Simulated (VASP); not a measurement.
Here is a VASP 6.6.1 calculation.

Contents of INCAR:

```
SYSTEM = RbBH4
PREC     = Accurate       ! precision mode
ENCUT    = 520            ! plane-wave cutoff, eV
EDIFF    = 1E-6           ! SCF threshold, eV
ISMEAR   = 0              ! smearing method
SIGMA    = 0.01           ! smearing width, eV
LREAL    = .False.        ! projectors in reciprocal space
LASPH    = .True.         ! aspherical terms in the spheres
NELM     = 100            ! most SCF steps
ALGO     = Normal         ! electronic algorithm
ISIF     = 2              ! what is computed and relaxed
LWAVE    = .False.        ! write WAVECAR
LCHARG   = .True.         ! write CHGCAR
LELF     = .True.         ! ELF
LVHAR    = .True.       
NBANDS   = 17             ! bands
```

File KPOINTS:

```
regular mesh
0
Gamma
  4 4 4
  0 0 0
```

The input POSCAR:

```
RbBH4
1.0
    0.0000000000      3.4532400000      3.4532400000
    3.4532400000      0.0000000000      3.4532400000
    3.4532400000      3.4532400000      0.0000000000
Rb B H
1 1 4
Direct
    0.0000000000      0.0000000000      0.0000000000
    0.5000000000      0.5000000000      0.5000000000
    0.6024150000      0.6024150000      0.6024150000
    0.1927540000      0.6024150000      0.6024150000
    0.6024150000      0.6024150000      0.1927540000
    0.6024150000      0.1927540000      0.6024150000
```

Potentials or basis: VASP PAW LDA potentials, release 64 (Rb_sv, B, H).

Run with:

```console
$ cat potpaw_LDA.64/Rb_sv/POTCAR potpaw_LDA.64/B/POTCAR potpaw_LDA.64/H/POTCAR > POTCAR
$ mpirun -np 1 vasp_std > vasp.out
```

Question: Predict the largest force.

Answer: 0.206 eV/Å.

Question: Predict the band gap on the k mesh.

Answer: 5.62 eV, indirect (least direct gap 5.73 eV).

Question: Estimate the pressure.

Answer: -1.0 GPa.

Forces on the atoms (eV/Å):
```
Rb   0.000  0.000  0.000
B    0.000  0.000  0.000
H    0.119  0.119  0.119
H    0.119 -0.119 -0.119
H   -0.119 -0.119  0.119
H   -0.119  0.119 -0.119
```

A k mesh can miss the band edges.
